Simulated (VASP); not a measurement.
# InAs (Fm-3m) in VASP: notebook

Runs on InAs. Level: PBE. Tasks: single point.

Program: VASP 6.6.1. These are calculated values, not measurements. Logs are shortened: lines on timing, memory, paths and dates and some standing lists are left out, and cuts for length are marked.

## 1. The cell of the first run

Symmetry: Fm-3m, No. 225, cubic system. Conventional cell: a = 5.683 Å, b = 5.683 Å, c = 5.683 Å, α = 90.00°, β = 90.00°, γ = 90.00°. Within 3.7 Å of In (site symmetry m-3m) lie 6 As at 2.84 Å. As (site symmetry m-3m) has 6 In at 2.84 Å within 3.7 Å.

## 2. Single point, PBE

Input file INCAR:

```
SYSTEM = InAs
PREC     = Accurate       ! precision mode
ENCUT    = 500            ! plane-wave cutoff, eV
EDIFF    = 1E-6           ! SCF threshold, eV
ISMEAR   = 1              ! smearing method
SIGMA    = 0.5            ! smearing width, eV
LREAL    = .FALSE.        ! projectors in reciprocal space
LASPH    = .TRUE.         ! aspherical terms in the spheres
NELM     = 120            ! most SCF steps
ALGO     = Normal         ! electronic algorithm
ISIF     = 2              ! what is computed and relaxed
LWAVE    = .FALSE.        ! write WAVECAR
LCHARG   = .FALSE.        ! write CHGCAR
GGA      = PE             ! functional
NBANDS   = 16             ! bands
GGA_COMPAT= .FALSE.
```

Input file KPOINTS:

```
Automatic mesh
0
G
  6 6 6
  0 0 0
```

Input file POSCAR:

```
InAs
1.0
    0.0000000000      2.8414337288      2.8414337288
    2.8414337288      0.0000000000      2.8414337288
    2.8414337288      2.8414337288      0.0000000000
In As
1 1
Direct
    0.0000000000      0.0000000000      0.0000000000
    0.5000000000      0.5000000000      0.5000000000
```

Potentials or basis: VASP PAW PBE potentials, release 64 (In_d, As).

The run is started by

```sh
> cat potpaw_PBE.64/In_d/POTCAR potpaw_PBE.64/As/POTCAR > POTCAR
> mpirun -np 1 vasp_std > vasp.out
```

OUTCAR:

```text
SYSTEM = InAs
   PREC = Accurate
   ENCUT = 500
   EDIFF = 1E-6
   ISMEAR = 1
   LREAL = .FALSE.
   LASPH = .TRUE.
   NELM = 120
   ISIF = 2
   GGA = PE

 ion  position               nearest neighbor table
   1  0.000  0.000  0.000-   2 2.84   2 2.84   2 2.84   2 2.84   2 2.84   2 2.84
   2  0.500  0.500  0.500-   1 2.84   1 2.84   1 2.84   1 2.84   1 2.84   1 2.84

  LATTYP: Found a face centered cubic cell.
 ALAT       =     5.6828674576

  Lattice vectors:

 A1 = (   0.0000000000,   2.8414337288,   2.8414337288)
 A2 = (   2.8414337288,   0.0000000000,   2.8414337288)
 A3 = (   2.8414337288,   2.8414337288,   0.0000000000)

Analysis of symmetry for initial positions (statically):
=====================================================================
 Subroutine PRICEL returns:
 Original cell was already a primitive cell.

 Routine SETGRP: Setting up the symmetry group for a
 face centered cubic supercell.

 Subroutine GETGRP returns: Found 48 space group operations
 (whereof 48 operations were pure point group operations)
 out of a pool of 48 trial point group operations.

The static configuration has the point symmetry O_h .

Analysis of symmetry for dynamics (positions and initial velocities):
=====================================================================
 Subroutine PRICEL returns:
 Original cell was already a primitive cell.

 Routine SETGRP: Setting up the symmetry group for a
 face centered cubic supercell.

 Subroutine GETGRP returns: Found 48 space group operations
 (whereof 48 operations were pure point group operations)
 out of a pool of 48 trial point group operations.

The dynamic configuration has the point symmetry O_h .

 Subroutine INISYM returns: Found 48 space group operations
 (whereof 48 operations are pure point group operations),
 and found     1 'primitive' translations

----------------------------------------------------------------------------------------

                                     Primitive cell

  volume of cell :      45.8820

  direct lattice vectors                    reciprocal lattice vectors
     0.000000000  2.841433729  2.841433729    -0.175967504  0.175967504  0.175967504
     2.841433729  0.000000000  2.841433729     0.175967504 -0.175967504  0.175967504
     2.841433729  2.841433729  0.000000000     0.175967504  0.175967504 -0.175967504

  length of vectors
     4.018394116  4.018394116  4.018394116     0.304784657  0.304784657  0.304784657

  position of ions in fractional coordinates (direct lattice)
     0.000000000  0.000000000  0.000000000
     0.500000000  0.500000000  0.500000000

  ion indices of the primitive-cell ions
   primitive index   ion index
                 1           1
                 2           2

----------------------------------------------------------------------------------------

 KPOINTS: Automatic mesh

Automatic generation of k-mesh.
 Grid dimensions read from file:
 generate k-points for:    6    6    6

 Generating k-lattice:

  Cartesian coordinates                     Fractional coordinates (reciprocal lattice)
    -0.029327917  0.029327917  0.029327917     0.166666667  0.000000000  0.000000000
     0.029327917 -0.029327917  0.029327917     0.000000000  0.166666667  0.000000000
     0.029327917  0.029327917 -0.029327917     0.000000000  0.000000000  0.166666667

  Length of vectors
     0.050797443  0.050797443  0.050797443

  Shift w.r.t. Gamma in fractional coordinates (k-lattice)
     0.000000000  0.000000000  0.000000000

 Subroutine IBZKPT returns following result:
 ===========================================

 Found     16 irreducible k-points:

 Following reciprocal coordinates:
            Coordinates               Weight
  0.000000  0.000000  0.000000      1.000000
  0.166667  0.000000  0.000000      8.000000
  0.333333  0.000000  0.000000      8.000000
  0.500000  0.000000  0.000000      4.000000
  0.166667  0.166667  0.000000      6.000000
  0.333333  0.166667  0.000000     24.000000
[... 8 lines left out ...]
 -0.333333  0.333333  0.166667     24.000000
 -0.333333  0.500000  0.166667     12.000000
   k-points           NKPTS =     16   k-points in BZ     NKDIM =     16   number of bands    NBANDS=     16
   number of dos      NEDOS =    301   number of ions     NIONS =      2
   total plane-waves  NPLWV =  27000
   dimension x,y,z NGX =    30 NGY =   30 NGZ =   30
   dimension x,y,z NGXF=    60 NGYF=   60 NGZF=   60
   ions per type =               1   1
   NGX,Y,Z   is equivalent  to a cutoff of  12.41, 12.41, 12.41 a.u.
   NGXF,Y,Z  is equivalent  to a cutoff of  24.82, 24.82, 24.82 a.u.
 SYSTEM =  InAs
   PREC   = accura    normal or accurate (medium, high low for compatibility)
   ISTART =      0    job   : 0-new  1-cont  2-samecut
   ICHARG =      2    charge: 1-file 2-atom 10-const
   ISPIN  =      1    spin polarized calculation?
   LNONCOLLINEAR =      F non collinear calculations
   LSORBIT =      F    spin-orbit coupling
   LASPH  =      T    aspherical Exc in radial PAW
   ENCUT  =  500.0 eV  36.75 Ry    6.06 a.u.   7.33  7.33  7.33*2*pi/ulx,y,z
   NELM   =    120;   NELMIN=  2; NELMDL= -5     # of ELM steps
   EDIFF  = 0.1E-05   stopping-criterion for ELM
   LREAL  =      F    real-space projection
   EDIFFG = 0.1E-04   stopping-criterion for IOM
   NSW    =      0    number of steps for IOM
   IBRION =     -1    ionic relax: 0-MD 1-quasi-New 2-CG
   NFREE  =      0    steps in history (QN), initial steepest desc. (CG)
   ISIF   =      2    stress and relaxation
   ISYM   =      2    0-nonsym 1-usesym 2-fastsym
   POTIM  = 0.5000    time-step for ionic-motion
   TEBEG  =    0.0;   TEEND  =   0.0 temperature during run
   PSTRESS=    0.0 pullay stress
   NELECT =      18.0000    total number of electrons
   NUPDOWN=      -1.0000    fix difference up-down
   EMIN   =  10.00;   EMAX   =-10.00  energy-range for DOS
   EFERMI =   0.00;   METHOD = LEGACY
   ISMEAR =     1;   SIGMA  =   0.50  broadening in eV -4-tet -1-fermi 0-gaus
   EFERMI_NEDOS =   21; number of points for ismear=-14 and -15
   IALGO  =     38    algorithm
   IMIX   =      4    mixing-type and parameters
     AMIX     =   0.40;   BMIX     =  1.00
     AMIX_MAG =   1.60;   BMIX_MAG =  1.00
  volume/ion in A,a.u.               =      22.94       154.81
  Fermi-wavevector in a.u.,A,eV,Ry     =   1.198445  2.264733 19.541648  1.436271
  Thomas-Fermi vector in A             =   2.334334
   LORBIT       =      0    0 simple, 1 ext, 2 COOP (PROOUT), +10 PAW based schemes
   GGA     = PE    functional components
   LHFCALC =     F    Hartree Fock is set to
   AEXX    =    0.0000 exact exchange contribution
   IVDW    =     0    specifies the selected vdW correction
   LEPSILON=     F    determine dielectric tensor
   LRPA    =     F    only Hartree local field effects (RPA)
 non-spin polarized calculation
 Methfessel and Paxton  Order N= 1 SIGMA  =   0.50
  energy-cutoff  :      500.00
  volume of cell :       45.88
 maximum number of plane-waves:      1211
 NGX is ok and might be reduce to    30
   NGX = 15   NGY = 15   NGZ = 15

 number of electron      17.9999990 magnetization

 Free energy of the ion-electron system (eV)
  ---------------------------------------------------
  ext. energy  EPLUGINS =         0.00000000
  ---------------------------------------------------
  free energy    TOTEN  =        -7.34358883 eV

  energy without entropy =       -7.32928012  energy(sigma->0) =       -7.33881926

 E-fermi :   6.4156     XC(G=0): -10.2665

 val. band max:        6.3761704301   @ k =   0.3333   0.0000   0.0000
 cond. band min:       6.5409396411   @ k =   0.5000   0.0000   0.0000
 fundamental gap:      0.1647692110
 Fermi energy:         6.4156294111

 k-point     1 :       0.0000    0.0000    0.0000
  band No.  band energies     occupation
      1      -8.0107      2.00000
      2      -8.0107      2.00000
      3      -7.9886      2.00000
      4      -7.9886      2.00000
      5      -7.9886      2.00000
      6      -6.0068      2.00000
[... 8 lines left out ...]
     15      14.0367     -0.00000
     16      14.0367     -0.00000

 k-point     2 :       0.1667    0.0000    0.0000
  band No.  band energies     occupation
      1      -8.0236      2.00000
      2      -8.0236      2.00000
      3      -7.9896      2.00000
      4      -7.9745      2.00000
      5      -7.9745      2.00000
      6      -5.6954      2.00000
[... 8 lines left out ...]
     15      14.3855     -0.00000
     16      14.3855     -0.00000

 k-point     3 :       0.3333    0.0000    0.0000
  band No.  band energies     occupation
      1      -8.0530      2.00000
      2      -8.0530      2.00000
      3      -7.9941      2.00000
      4      -7.9425      2.00000
      5      -7.9425      2.00000
      6      -4.8668      2.00000
[... 8 lines left out ...]
     15      16.2021     -0.00000
     16      16.2021     -0.00000

 k-point     4 :       0.5000    0.0000    0.0000
  band No.  band energies     occupation
      1      -8.0679      2.00000
      2      -8.0679      2.00000
      3      -7.9972      2.00000
      4      -7.9261      2.00000
      5      -7.9261      2.00000
      6      -4.2235      2.00000
[... 8 lines left out ...]
     15      18.2968      0.00000
     16      18.2968      0.00000
[... 172 lines left out ...]
 k-point    14 :       0.5000    0.3333    0.1667
  band No.  band energies     occupation
      1      -8.1727      2.00000
      2      -8.0214      2.00000
      3      -7.9950      2.00000
      4      -7.9396      2.00000
      5      -7.9244      2.00000
      6      -4.0739      2.00000
[... 8 lines left out ...]
     15      18.3852      0.00000
     16      18.5313      0.00000

 k-point    15 :      -0.3333    0.3333    0.1667
  band No.  band energies     occupation
      1      -8.1925      2.00000
      2      -8.0316      2.00000
      3      -7.9719      2.00000
      4      -7.9613      2.00000
      5      -7.9112      2.00000
      6      -3.5246      2.00000
[... 8 lines left out ...]
     15      16.4253      0.00000
     16      19.8639      0.00000

 k-point    16 :      -0.3333    0.5000    0.1667
  band No.  band energies     occupation
      1      -8.2563      2.00000
      2      -8.0056      2.00000
      3      -8.0011      2.00000
      4      -7.9355      2.00000
      5      -7.8994      2.00000
      6      -3.2432      2.00000
[... 8 lines left out ...]
     15      18.2526      0.00000
     16      20.8281      0.00000

------------------------ aborting loop because EDIFF is reached ----------------------------------------

  FORCE on cell =-STRESS in cart. coord.  units (eV):
  Direction    XX          YY          ZZ          XY          YZ          ZX
  --------------------------------------------------------------------------------------
  -------------------------------------------------------------------------------------
  Total        0.7416197      0.7416197      0.7416197      0.0000000      0.0000000     -0.0000000
  in kB       25.8969879     25.8969879     25.8969879      0.0000000      0.0000000     -0.0000000
  external PRESSURE =      25.8969879 kB  Pullay stress =       0.0000000 kB

 VOLUME and BASIS-vectors are now :
 -----------------------------------------------------------------------------
  energy-cutoff  :      500.00
  volume of cell :       45.88
      direct lattice vectors                 reciprocal lattice vectors
     0.000000000  2.841433729  2.841433729    -0.175967504  0.175967504  0.175967504
     2.841433729  0.000000000  2.841433729     0.175967504 -0.175967504  0.175967504
     2.841433729  2.841433729  0.000000000     0.175967504  0.175967504 -0.175967504

 POSITION                                       TOTAL-FORCE (eV/Angst)
 -----------------------------------------------------------------------------------
      0.00000      0.00000      0.00000         0.000000      0.000000      0.000000
      2.84143      2.84143      2.84143         0.000000      0.000000      0.000000
 -----------------------------------------------------------------------------------
    total drift:                               -0.000000      0.000000      0.000000

  FREE ENERGIE OF THE ION-ELECTRON SYSTEM (eV)
  ---------------------------------------------------
  free  energy   TOTEN  =        -7.3435888277 eV

  energy  without entropy=       -7.3292801244  energy(sigma->0) =       -7.33881926
```

Wall time 25 s (1 thread of Intel Xeon 8259CL, shared host); peak memory 0.17 GiB.

What came out:

- Free energy: -7.3436 eV
- Pressure: 2.6 GPa
- Band gap on the k mesh: zero (bands 9 and 10 overlap by 2.73 eV)

Levels at points of the mesh, in eV from the Fermi level:
```csv
k point,band 7,band 8,band 9,band 10,band 11,band 12
"(0.00, 0.00, 0.00)",-0.46,-0.29,-0.29,-0.29,7.14,7.14
"(0.50, 0.00, 0.00)",-6.77,0.13,0.13,2.10,3.22,3.22
"(0.50, 0.50, 0.00)",-4.99,-2.96,-2.41,-2.41,3.75,9.43
```

Caveat: the structure was generated, so it needn't be the stable form of InAs; spin-orbit coupling is left out, which moves the levels of the heavy elements.

## 3. Single point, PBE

Input file INCAR:

```
ALGO = Normal
EDIFF = 1E-6
ENCUT = 500
GGA = PE
GGA_COMPAT = False
ISIF = 2
ISMEAR = 0
LASPH = True
LCHARG = False
LREAL = False
LWAVE = False
NBANDS = 16
NELM = 120
PREC = Accurate
SIGMA = 0.001
```

Input file KPOINTS:

```
k-points
0
Gamma
  6 6 6
```

POSCAR is that of step 2.

Potentials or basis: VASP PAW PBE potentials, release 64 (In_d, As).

The run is started by

```sh
> cat potpaw_PBE.64/In_d/POTCAR potpaw_PBE.64/As/POTCAR > POTCAR
> mpirun -np 1 vasp_std > vasp.out
```

Wall time 21 s (1 thread of Intel Xeon 8259CL, shared host); peak memory 0.17 GiB.

Results (log left out):

- Free energy: -7.3287 eV
- Pressure: 2.6 GPa
- Band gap on the k mesh: zero (bands 9 and 10 overlap by 2.73 eV)

Levels at points of the mesh, in eV from the Fermi level:
```csv
k point,band 5,band 6,band 7,band 8,band 9,band 10,band 11,band 12,band 13,band 14
"(0.00, 0.00, 0.00)",-14.36,-12.38,-0.42,-0.25,-0.25,-0.25,7.18,7.18,7.18,7.66
"(0.50, 0.00, 0.00)",-14.30,-10.60,-6.73,0.17,0.17,2.14,3.26,3.26,4.63,10.84
"(0.50, 0.50, 0.00)",-14.27,-9.62,-4.95,-2.92,-2.37,-2.37,3.79,9.47,9.47,10.33
```

Caveat: the structure was generated, so it needn't be the stable form of InAs; spin-orbit coupling is left out, which moves the levels of the heavy elements.

The gap in the log of VASP goes by the Fermi energy; the results here count the filled bands.